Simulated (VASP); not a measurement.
Crystal: Cu.

```
Cu
1.0
     0.00000    1.80748    1.80748
     1.80748    0.00000    1.80748
     1.80748    1.80748    0.00000
Cu
1
Direct
  0.00000 0.00000 0.00000
```

| Quantity | Value |
| --- | --- |
| Program | VASP 6.6.1 |
| Task | relaxation of cell and atoms |
| Functional | RPBE |
| Potentials or basis | VASP PAW PBE potentials, release 64 (Cu) |
| Cutoff | 600 eV |
| k mesh | 15 × 15 × 15 |
| Occupations | fermi-dirac, width 0.1 eV |
| Spin | no spin polarisation |

At the start: pressure 7.3 GPa; volume 11.81 Å³/atom.

Q: Where does the relaxation end?

A: Over 3 steps the energy falls by 13.7 meV/atom and the volume is 12.45 Å³/atom (+5.4 %); space group Fm-3m (No. 225, to 0.1 Å) before and after.

The path:
```csv
step,energy change (eV),largest force (eV/Å),pressure (GPa),volume (Å³)
1,0.0000,0.0000,7.31,11.81
2,-0.0110,0.0000,-2.75,12.76
3,-0.0137,0.0000,0.03,12.45
```

Final structure:
```
Cu
1.0
     0.00000    1.83939    1.83939
     1.83939    0.00000    1.83939
     1.83939    1.83939    0.00000
Cu
1
Direct
  0.00000 0.00000 0.00000
```

Caveat: the PAW data sets were made with another functional, which shifts forces and pressure a little.
